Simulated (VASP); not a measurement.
Write the native input for VASP 6.6.1 that does the following.

| Quantity | Value |
| --- | --- |
| Task | single point |
| Functional | LDA |
| Potentials or basis | VASP PAW LDA potentials, release 64 (Mg, N, Cl) |
| Cutoff | 520 eV |
| k mesh | 9 × 9 × 9 |
| Occupations | gaussian, width 0.05 eV |
| Spin | no spin polarisation |
| Dipole correction | no |
| Further INCAR settings | ALGO = Normal; EDIFF = 1e-06; NBANDS = 16 |

The structure of Mg2NCl lies in POSCAR:

```
Mg2NCl
1.0
    1.6191499507      0.9348166599      5.7028281500
   -1.6191499507      0.9348166599      5.7028281500
    0.0000000000     -1.8696333198      5.7028281500
Mg N Cl
2 1 1
Direct
    0.2228150000      0.2228150000      0.2228150000
    0.7771850000      0.7771850000      0.7771850000
    0.5000000000      0.5000000000      0.5000000000
    0.0000000000      0.0000000000      0.0000000000
```

This cell differs from its parent crystal: strain -0.025 along x and y, -0.050 along z.

The input as run:

INCAR

```
SYSTEM = Mg2NCl
PREC     = Accurate       ! precision mode
ENCUT    = 520            ! plane-wave cutoff, eV
EDIFF    = 1E-6           ! SCF threshold, eV
ISMEAR   = 0              ! smearing method
SIGMA    = 0.05           ! smearing width, eV
LREAL    = .FALSE.        ! projectors in reciprocal space
LASPH    = .TRUE.         ! aspherical terms in the spheres
NELM     = 80             ! most SCF steps
ALGO     = Normal         ! electronic algorithm
ISIF     = 2              ! what is computed and relaxed
LWAVE    = .FALSE.        ! write WAVECAR
LCHARG   = .FALSE.        ! write CHGCAR
GGA      = CA             ! functional
NBANDS   = 16             ! bands
```

KPOINTS

```
Automatic mesh
0
G
  9 9 9
  0 0 0
```

Potentials or basis: VASP PAW LDA potentials, release 64 (Mg, N, Cl).

Command:

```console
$ cat potpaw_LDA.64/Mg/POTCAR potpaw_LDA.64/N/POTCAR potpaw_LDA.64/Cl/POTCAR > POTCAR
$ mpirun -np 1 vasp_std > vasp.out
```

Results of the run:

| Item | Value |
| --- | --- |
| Pressure | 2.6 GPa |
| Largest force | 0.353 eV/Å |
| Band gap on the k mesh | 3.03 eV |

Caveat: the cell differs from its parent crystal (strain -0.025 along x and y, -0.050 along z); an odd mesh through Γ misses points on the zone boundary, where band edges can lie.

Wall time 85 s on 1 thread of Intel(R) Xeon(R) 6975P-C (Granite Rapids), on a shared host, peak memory 0.29 GiB.
